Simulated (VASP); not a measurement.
Input of a VASP 6.6.1 run:

File INCAR:

```
  PREC = Accurate
  ENCUT = 520
  EDIFF = 1E-7
  ISMEAR = 0
  SIGMA = 0.1
  LREAL = F
  LASPH = T
  NELM = 60
  ALGO = Normal
  ISIF = 2
  LWAVE = F
  LCHARG = F
  GGA = PE
  NBANDS = 42
```

The input KPOINTS:

```
regular mesh
0
Gamma
  6 6 4
```

POSCAR

```
Lu2SiF2
1.0
    3.8903872300      0.0000000000      0.0000000000
   -1.9451936100      3.3691741700      0.0000000000
    0.0000000000      0.0000000000      6.3940964800
Lu Si F
2 1 2
Direct
    0.6666666700      0.3333333300      0.3615911900
    0.3333333300      0.6666666700      0.6384088100
    0.0000000000      0.0000000000      0.0000000000
    0.6666666700      0.3333333300      0.7529723600
    0.3333333300      0.6666666700      0.2470276400
```

Potentials or basis: VASP PAW PBE potentials, release 64 (Lu, Si, F).

Run with:

```bash
$ cat potpaw_PBE.64/Lu/POTCAR potpaw_PBE.64/Si/POTCAR potpaw_PBE.64/F/POTCAR > POTCAR
$ mpirun -np 1 vasp_std > vasp.out
```

(1) What does it give for the pressure?

(2) Estimate the largest force.

Answers

(1) 7.8 GPa.

(2) 5.116 eV/Å.

Caveat: the cell stands under pressure; forces of over 1 eV/Å act on the atoms, so gaps and moduli don't describe the material at rest.
